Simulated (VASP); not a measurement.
# In5O (P6/mmm) in VASP: further runs

Runs on In5O. Level: PBE. Tasks: single point, relaxation of cell and atoms.

Everything below comes from runs of VASP 6.6.1. Logs are shortened: lines on timing, memory, paths and dates and some standing lists are left out, and cuts for length are marked.

### Step 1. The cell of the first run

The structure is hexagonal, space group P6/mmm (No. 191). The conventional cell has a = 4.938 Å, b = 4.938 Å, c = 6.703 Å, α = 90.00°, β = 90.00°, γ = 120.00°. In (site symmetry 3m) has 7 In at 2.73 to 3.16 Å and 3 O at 3.47 Å within 3.6 Å. In (site symmetry 6/mmm) has 12 In at 3.16 Å and 2 O at 3.35 Å within 4.2 Å. O (site symmetry 6/mmm) has 14 In at 3.35 to 3.47 Å within 4.4 Å.

The cell was built from a structure type or drawn by symmetry, and may not be a known phase.

### Step 2. Single point, PBE, collinear spin, ferromagnetic start

INCAR

```
SYSTEM = In5O
PREC = Accurate ; ENCUT = 520
EDIFF = 1E-6 ; ISMEAR = 0
SIGMA = 0.1 ; LREAL = .FALSE.
LASPH = .TRUE. ; NELM = 150
ALGO = Normal ; ISIF = 2
LWAVE = .FALSE. ; LCHARG = .TRUE.
ISPIN = 2 ; MAGMOM = 0 0 0 0 0 1
LORBIT = 11 ; GGA = PE
LELF = .TRUE. ; LVHAR = .TRUE.
NBANDS = 48
```

KPOINTS

```
Automatic mesh
0
G
  6 6 4
  0 0 0
```

POSCAR

```
In5O
1.0
    4.9379708900      0.0000000000      0.0000000000
   -2.4689854500      4.2764082400      0.0000000000
    0.0000000000      0.0000000000      6.7030524100
In O
5 1
Direct
    0.6666666700      0.3333333300      0.7959949400
    0.0000000000      0.0000000000      0.0000000000
    0.6666666700      0.3333333300      0.2040050600
    0.3333333300      0.6666666700      0.2040050600
    0.3333333300      0.6666666700      0.7959949400
    0.0000000000      0.0000000000      0.5000000000
```

Potentials or basis: VASP PAW PBE potentials, release 64 (In_d, O).

Launch:

```
$ cat potpaw_PBE.64/In_d/POTCAR potpaw_PBE.64/O/POTCAR > POTCAR
$ mpirun -np 1 vasp_std > vasp.out
```

OUTCAR:

```text
SYSTEM = In5O
   PREC = Accurate
   ENCUT = 520
   EDIFF = 1E-6
   ISMEAR = 0
   LREAL = .FALSE.
   LASPH = .TRUE.
   NELM = 150
   ISIF = 2
   ISPIN = 2
   LORBIT = 11
   GGA = PE

 ion  position               nearest neighbor table
   1  0.667  0.333  0.796-   3 2.73   5 2.85   5 2.85   5 2.85   2 3.16   2 3.16   2 3.16   4 3.95
                             4 3.95   4 3.95   3 3.97
   2  0.000  0.000  0.000-   1 3.16   3 3.16   4 3.16   5 3.16   1 3.16   3 3.16   4 3.16   5 3.16
                             1 3.16   3 3.16   4 3.16   5 3.16
   3  0.667  0.333  0.204-   1 2.73   4 2.85   4 2.85   4 2.85   2 3.16   2 3.16   2 3.16   5 3.95
                             5 3.95   5 3.95   1 3.97
   4  0.333  0.667  0.204-   5 2.73   3 2.85   3 2.85   3 2.85   2 3.16   2 3.16   2 3.16   1 3.95
                             1 3.95   1 3.95   5 3.97
   5  0.333  0.667  0.796-   4 2.73   1 2.85   1 2.85   1 2.85   2 3.16   2 3.16   2 3.16   3 3.95
                             3 3.95   3 3.95   4 3.97
   6  0.000  0.000  0.500-

  LATTYP: Found a hexagonal cell.
 ALAT       =     4.9379708900
 C/A-ratio  =     1.3574507747

  Lattice vectors:

 A1 = (   4.9379708900,   0.0000000000,   0.0000000000)
 A2 = (  -2.4689854500,   4.2764082400,   0.0000000000)
 A3 = (   0.0000000000,   0.0000000000,   6.7030524100)

Analysis of symmetry for initial positions (statically):
=====================================================================
 Subroutine PRICEL returns:
 Original cell was already a primitive cell.

 Routine SETGRP: Setting up the symmetry group for a
 hexagonal supercell.

 Subroutine GETGRP returns: Found 24 space group operations
 (whereof 24 operations were pure point group operations)
 out of a pool of 24 trial point group operations.

The static configuration has the point symmetry D_6h.

Analysis of symmetry for dynamics (positions and initial velocities):
=====================================================================
 Subroutine PRICEL returns:
 Original cell was already a primitive cell.

 Routine SETGRP: Setting up the symmetry group for a
 hexagonal supercell.

 Subroutine GETGRP returns: Found 24 space group operations
 (whereof 24 operations were pure point group operations)
 out of a pool of 24 trial point group operations.

The dynamic configuration has the point symmetry D_6h.

Analysis of structural, dynamic, and magnetic symmetry:
=====================================================================
 Subroutine PRICEL returns:
 Original cell was already a primitive cell.

 Routine SETGRP: Setting up the symmetry group for a
[... 150 lines left out ...]

 number of electron      70.9999983 magnetization       0.0000552

 Free energy of the ion-electron system (eV)
  ---------------------------------------------------
  ext. energy  EPLUGINS =         0.00000000
  ---------------------------------------------------
  free energy    TOTEN  =       -14.81993979 eV

  energy without entropy =      -14.80810521  energy(sigma->0) =      -14.81402250

 E-fermi :   6.5985     XC(G=0): -10.0433

 val. band max:        6.5984394508   @ k =   0.0000   0.0000   0.2500
 cond. band min:       6.6535882240   @ k =   0.1667  -0.0000   0.5000
 fundamental gap:      0.0551487733
 Fermi energy:         6.5985360563

 spin component 1

 k-point     1 :       0.0000    0.0000    0.0000
  band No.  band energies     occupation
      1      -8.9229      1.00000
      2      -8.7940      1.00000
      3      -8.6349      1.00000
      4      -8.6349      1.00000
      5      -8.4453      1.00000
      6      -8.3299      1.00000
[... 1039 lines left out ...]
     46      13.9835      0.00000
     47      15.2118      0.00000
 Fermi energy:         6.5985360563

 spin component 2

 k-point     1 :       0.0000    0.0000    0.0000
  band No.  band energies     occupation
      1      -8.9229      1.00000
      2      -8.7940      1.00000
      3      -8.6349      1.00000
      4      -8.6349      1.00000
      5      -8.4453      1.00000
      6      -8.3299      1.00000
[... 1039 lines left out ...]
     46      13.9835      0.00000
     47      15.2119      0.00000
 [bands above 47 left out]

------------------------ aborting loop because EDIFF is reached ----------------------------------------

  FORCE on cell =-STRESS in cart. coord.  units (eV):
  Direction    XX          YY          ZZ          XY          YZ          ZX
  --------------------------------------------------------------------------------------
  -------------------------------------------------------------------------------------
  Total        8.0946109      8.0946109      6.4039425     -0.0000000     -0.0000000      0.0000000
  in kB       91.6233699     91.6233702     72.4865965     -0.0000001     -0.0000000      0.0000000
  external PRESSURE =      85.2444455 kB  Pullay stress =       0.0000000 kB

 VOLUME and BASIS-vectors are now :
 -----------------------------------------------------------------------------
  energy-cutoff  :      520.00
  volume of cell :      141.55
      direct lattice vectors                 reciprocal lattice vectors
     4.937970890  0.000000000  0.000000000     0.202512332  0.116920549  0.000000000
    -2.468985450  4.276408240  0.000000000     0.000000000  0.233841098  0.000000000
     0.000000000  0.000000000  6.703052410     0.000000000  0.000000000  0.149185765

 POSITION                                       TOTAL-FORCE (eV/Angst)
 -----------------------------------------------------------------------------------
      2.46899      1.42547      5.33560        -0.000000      0.000000     -2.557404
      0.00000      0.00000      0.00000        -0.000000      0.000000      0.000000
      2.46899      1.42547      1.36746        -0.000000      0.000000      2.557404
     -0.00000      2.85094      1.36746         0.000000     -0.000000      2.557404
     -0.00000      2.85094      5.33560         0.000000     -0.000000     -2.557404
      0.00000      0.00000      3.35153        -0.000000      0.000000      0.000000
 -----------------------------------------------------------------------------------
    total drift:                                0.000000     -0.000000     -0.000000

  FREE ENERGIE OF THE ION-ELECTRON SYSTEM (eV)
  ---------------------------------------------------
  free  energy   TOTEN  =       -14.8199397917 eV

  energy  without entropy=      -14.8081052120  energy(sigma->0) =      -14.81402250

 total charge

# of ion       s       p       d       tot
------------------------------------------
    1        1.016   0.589   9.865  11.471
    2        1.023   0.533   9.868  11.424
    3        1.016   0.589   9.865  11.471
    4        1.016   0.589   9.865  11.471
    5        1.016   0.589   9.865  11.471
    6        1.600   3.104   0.000   4.704
--------------------------------------------------
tot          6.688   5.992  49.330  62.010

 magnetization (x)

# of ion       s       p       d       tot
------------------------------------------
    1        0.000  -0.000   0.000   0.000
    2       -0.000   0.000   0.000  -0.000
    3        0.000  -0.000   0.000   0.000
    4        0.000  -0.000   0.000   0.000
    5        0.000  -0.000   0.000   0.000
    6        0.000   0.000   0.000   0.000
--------------------------------------------------
tot          0.000   0.000   0.000   0.000
```

Wall time 7.7 min (1 thread of Intel Xeon 8259CL, shared host); peak memory 0.45 GiB.

Results:

| Quantity | Value |
| --- | --- |
| Free energy | -14.8199 eV |
| Pressure | 8.5 GPa |
| Largest force | 2.557 eV/Å |
| Net moment | 0.00 μB per cell |
| Valence electrons inside the program's atomic spheres | In 11.47, 11.42 (each value once); O 4.70 |

Forces on the atoms (eV/Å):
```
In   0.000  0.000 -2.557
In   0.000  0.000  0.000
In   0.000  0.000  2.557
In   0.000  0.000  2.557
In   0.000  0.000 -2.557
O    0.000  0.000  0.000
```

Caveat: the cell stands under pressure; spin-orbit coupling is left out, which moves the levels of the heavy elements; forces of over 1 eV/Å act on the atoms, so gaps and moduli don't describe the material at rest.

### Step 3. Relaxation of cell and atoms, PBE

This run uses another cell than the first one, of 24.31 Å³/atom.

INCAR

```
ALGO = Fast
EDIFF = 1E-6
EDIFFG = -0.01
ENCUT = 600
GGA = PE
IBRION = 2
ISIF = 3
ISMEAR = 0
LASPH = True
LCHARG = False
LREAL = False
LWAVE = False
NELM = 100
NSW = 100
PREC = Accurate
SIGMA = 0.1
```

KPOINTS

```
k-points
0
Gamma
  12 12 6
```

POSCAR

```
In5O
1.0
    5.2148772349      0.0000000000      0.0000000000
   -2.6074386175      4.5162161631      0.0000000000
    0.0000000000      0.0000000000      6.1939517230
In O
5 1
Direct
    0.6666666667      0.3333333333      0.7367811528
    0.0000000000      0.0000000000      0.0000000000
    0.6666666667      0.3333333333      0.2632188472
    0.3333333333      0.6666666667      0.2632188472
    0.3333333333      0.6666666667      0.7367811528
    0.0000000000      0.0000000000      0.5000000000
```

Potentials or basis: VASP PAW PBE potentials, release 64 (In_d, O).

Launch:

```
$ cat potpaw_PBE.64/In_d/POTCAR potpaw_PBE.64/O/POTCAR > POTCAR
$ mpirun -np 1 vasp_std > vasp.out
```

OUTCAR:

```text
EDIFF = 1E-6
   EDIFFG = -0.01
   ENCUT = 600
   GGA = PE
   IBRION = 2
   ISIF = 3
   ISMEAR = 0
   LASPH = True
   LREAL = False
   NELM = 100
   NSW = 100
   PREC = Accurate

 ion  position               nearest neighbor table
   1  0.667  0.333  0.737-   3 2.93   5 3.01   5 3.01   5 3.01   3 3.26   2 3.42   2 3.42   2 3.42

   2  0.000  0.000  0.000-   1 3.42   3 3.42   4 3.42   5 3.42   1 3.42   3 3.42   4 3.42   5 3.42
                             1 3.42   3 3.42   4 3.42   5 3.42
   3  0.667  0.333  0.263-   1 2.93   4 3.01   4 3.01   4 3.01   1 3.26   2 3.42   2 3.42   2 3.42

   4  0.333  0.667  0.263-   5 2.93   3 3.01   3 3.01   3 3.01   5 3.26   2 3.42   2 3.42   2 3.42

   5  0.333  0.667  0.737-   4 2.93   1 3.01   1 3.01   1 3.01   4 3.26   2 3.42   2 3.42   2 3.42

   6  0.000  0.000  0.500-

[... 441 lines left out ...]
  free energy    TOTEN  =       -17.02886300 eV

  energy without entropy =      -17.01820094  energy(sigma->0) =      -17.02353197

 E-fermi :   6.4027     XC(G=0): -10.0618

 val. band max:        6.3641458680   @ k =   0.3333   0.1667   0.1667
 cond. band min:       6.4041095794   @ k =   0.2500   0.1667   0.5000
 fundamental gap:      0.0399637113
 Fermi energy:         6.4027231135

 k-point     1 :       0.0000    0.0000    0.0000
  band No.  band energies     occupation
      1      -9.2573      2.00000
      2      -8.6713      2.00000
      3      -8.4889      2.00000
      4      -8.4336      2.00000
      5      -8.4336      2.00000
      6      -8.2755      2.00000
[... 1069 lines left out ...]
     41       9.4148      0.00000
     42      11.1320      0.00000

 [... further k-points ...]

------------------------ aborting loop because EDIFF is reached ----------------------------------------

  FORCE on cell =-STRESS in cart. coord.  units (eV):
  Direction    XX          YY          ZZ          XY          YZ          ZX
  --------------------------------------------------------------------------------------
  -------------------------------------------------------------------------------------
  Total        0.0003790      0.0003790      0.0260753     -0.0000000     -0.0000000     -0.0000000
  in kB        0.0041805      0.0041805      0.2876362     -0.0000000     -0.0000000     -0.0000000
  external PRESSURE =       0.0986657 kB  Pullay stress =       0.0000000 kB
[... 21 lines left out ...]
  FREE ENERGIE OF THE ION-ELECTRON SYSTEM (eV)
  ---------------------------------------------------
  free  energy   TOTEN  =       -17.0288629986 eV

  energy  without entropy=      -17.0182009428  energy(sigma->0) =      -17.02353197

 reached required accuracy - stopping structural energy minimisation
```

CONTCAR:

```text
In5O
   1.00000000000000
     5.3040553206029628   -0.0000000000009932    0.0000000000000000
    -2.6520276603531960    4.5934466507831901    0.0000000000000000
    -0.0000000000000000   -0.0000000000000000    5.9614234700005122
  In              O
     5     1
Direct
     0.6666666667000030    0.3333333332999970    0.7421352296330583
     0.0000000000000000    0.0000000000000000    0.0000000000000000
     0.6666666667000030    0.3333333332999970    0.2578647703669416
     0.3333333332999970    0.6666666667000030    0.2578647703669416
     0.3333333332999970    0.6666666667000030    0.7421352296330583
     0.0000000000000000    0.0000000000000000    0.5000000000000000

  0.00000000E+00  0.00000000E+00  0.00000000E+00
  0.00000000E+00  0.00000000E+00  0.00000000E+00
  0.00000000E+00  0.00000000E+00  0.00000000E+00
  0.00000000E+00  0.00000000E+00  0.00000000E+00
  0.00000000E+00  0.00000000E+00  0.00000000E+00
  0.00000000E+00  0.00000000E+00  0.00000000E+00
```

Wall time 29 min (1 thread of Oxide Virtual Turin-like, shared host); peak memory 0.56 GiB.

What came out:

```yaml
Free_energy: -17.0289 eV
Relaxed_volume: 24.21 Å³/atom
Relaxed_cell: a = 5.304 Å, b = 5.304 Å, c = 5.961 Å, α = 90.00°, β = 90.00°, γ = 120.00°
Space_group_after_relaxing_to_0.1_Å: P6/mmm (No. 191)
Energy_gained_by_relaxing: 6.3 meV/atom
Ionic_steps: 7
Pressure_after_relaxing: 0.0 GPa
Band_gap_on_the_k_mesh: zero (an odd number of electrons rules out a gap without spin polarisation)
```

Step by step:
```
step  energy change (eV)  largest force (eV/Å)  pressure (GPa)  volume (Å³)
   1              0.0000                0.0449           -0.20       145.88
   2             -0.0132                0.0904           -0.03       145.23
   3             -0.0252                0.2001            0.38       143.92
   4             -0.0350                0.1136            0.12       144.85
   5             -0.0376                0.0442           -0.05       145.52
   6             -0.0376                0.0358           -0.08       145.60
   7             -0.0381                0.0018            0.01       145.24
```

Final structure:
```
CELL_PARAMETERS angstrom
5.30406 0.00000 0.00000
-2.65203 4.59345 0.00000
0.00000 0.00000 5.96142
ATOMIC_POSITIONS crystal
In 0.66667 0.33333 0.74214
In 0.00000 0.00000 0.00000
In 0.66667 0.33333 0.25786
In 0.33333 0.66667 0.25786
In 0.33333 0.66667 0.74214
O 0.00000 0.00000 0.50000
```

Caveat: spin-orbit coupling is left out, which moves the levels of the heavy elements; an odd number of electrons without spin polarisation forces a metal; a magnetic or distorted state may lie lower.
